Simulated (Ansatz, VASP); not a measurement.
**TiAl in VASP and in Ansatz**

```xyz
2
Lattice="3.1791 0.0000 0.0000 0.0000 3.1791 0.0000 0.0000 0.0000 3.1791" Properties=species:S:1:pos:R:3 pbc="T T T"
Ti    0.0000    0.0000    0.0000
Al    1.5895    1.5895    1.5895
```

Alike in both runs: task single point; functional PBE; k mesh 8 × 8 × 8; occupations gaussian, width 0.1 eV; no spin polarisation.

```csv
,VASP,Ansatz
version,VASP 6.6.1,Ansatz 0.2.0
potentials or method,"VASP PAW PBE potentials, release 64 (Ti_sv, Al), cutoff 520 eV","all-electron LAPW, scalar-relativistic"
```

|  | VASP | Ansatz | Ansatz less VASP |
| --- | --- | --- | --- |
| gap on the k mesh at the Fermi level (eV) | none | none | - |
| pressure (GPa) | 0.8 | 0.8 | 0.00 |

A gap of «none» marks a metal or a gap that the smearing closes. Ansatz ran all-electron here, and VASP with PAW potentials.
